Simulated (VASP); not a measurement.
Input of a VASP 6.6.1 run:

POSCAR

```
Zr
1.0
    3.2445832200      0.0000000000      0.0000000000
   -1.6222916100      2.8098914932      0.0000000000
    0.0000000000      0.0000000000      5.1573641137
Zr
2
Direct
    0.3333333333      0.6666666667      0.2500000000
    0.6666666667      0.3333333333      0.7500000000
```

The input INCAR.step1:

```
SYSTEM = Zr
PREC = Accurate ; ENCUT = 520
ISMEAR = -1 ; SIGMA = 0.1
LREAL = .FALSE. ; LASPH = .TRUE.
NELM = 100 ; NBANDS = 19
GGA = PE ; ALGO = Normal
EDIFF = 1E-4 ; LWAVE = .TRUE.
LCHARG = .FALSE.
```

File INCAR.step2:

```
SYSTEM = Zr
PREC = Accurate ; ENCUT = 520
EDIFF = 1E-6 ; ISMEAR = -1
SIGMA = 0.1 ; LREAL = .FALSE.
LASPH = .TRUE. ; NELM = 100
ALGO = Normal ; ISIF = 2
LWAVE = .FALSE. ; LCHARG = .FALSE.
METAGGA = R2SCAN ; LMIXTAU = .TRUE.
NBANDS = 19 ; ISTART = 1
```

KPOINTS

```
Automatic mesh
0
G
  2 2 1
  0 0 0
```

Potentials or basis: VASP PAW PBE potentials, release 64 (Zr_sv).

The run is started by

```console
$ cat potpaw_PBE.64/Zr_sv/POTCAR > POTCAR
$ cp INCAR.step1 INCAR
$ mpirun -np 1 vasp_std > vasp.out
$ cp INCAR.step2 INCAR
$ mpirun -np 1 vasp_std > vasp.out
```

Q: What does it give for the pressure?

A: -3.6 GPa.

Q: Estimate the band gap on the k mesh.

A: Zero (bands 12 and 13 overlap by 0.29 eV).

Stress tensor (GPa, compression positive):
```
  7.52   0.00   0.00
  0.00   7.52   0.00
  0.00   0.00 -25.81
```

Caveat: the k points lie up to 1.22 Å⁻¹ apart; the PAW data sets were made with another functional, which shifts forces and pressure a little.
